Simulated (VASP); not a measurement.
Write the native input for VASP 6.6.1 that does the following.

* Task: single point
* Functional: PBEsol
* Potentials or basis: VASP PAW PBE potentials, release 64 (Tl_d, Sr_sv, I)
* Cutoff: 520 eV
* k mesh: 4 × 4 × 4
* Occupations: fermi-dirac, width 0.03 eV
* Spin: no spin polarisation
* Dipole correction: no
* Further INCAR settings: ALGO = Normal; EDIFF = 1e-07; NBANDS = 30

The structure of SrTlI3 lies in POSCAR:

```
SrTlI3
1.0
    6.2635637220      0.0000000000      0.0000000000
    0.0000000000      6.2635637220      0.0000000000
    0.0000000000      0.0000000000      6.2635637220
Tl Sr I
1 1 3
Direct
    0.0000000000      0.0000000000      0.0000000000
    0.5000000000      0.5000000000      0.5000000000
    0.5000000000      0.5000000000      0.0000000000
    0.5000000000      0.0000000000      0.5000000000
    0.0000000000      0.5000000000      0.5000000000
```

One way to write it, as run:

INCAR

```
ALGO = Normal
EDIFF = 1E-7
ENCUT = 520
GGA = PS
ISIF = 2
ISMEAR = -1
LASPH = True
LCHARG = True
LELF = True
LREAL = False
LVHAR = True
LWAVE = False
NBANDS = 30
NELM = 80
PREC = Accurate
SIGMA = 0.03
```

KPOINTS

```
k-points
0
Gamma
  4 4 4
```

Potentials or basis: VASP PAW PBE potentials, release 64 (Tl_d, Sr_sv, I).

The run is started by

```sh
$ cat potpaw_PBE.64/Tl_d/POTCAR potpaw_PBE.64/Sr_sv/POTCAR potpaw_PBE.64/I/POTCAR > POTCAR
$ mpirun -np 1 vasp_std > vasp.out
```

Results of the run:

| Property | Result |
| --- | --- |
| Pressure | 0.0 GPa |
| Band gap on the k mesh | 2.47 eV (least direct gap 2.81 eV) |

Caveat: the PAW data sets were made with another functional, which shifts forces and pressure a little; spin-orbit coupling is left out, which moves the levels of the heavy elements.

It took 70 s on 1 thread of Intel(R) Xeon(R) Platinum 8488C (Sapphire Rapids), on a shared host, peak memory 0.36 GiB.
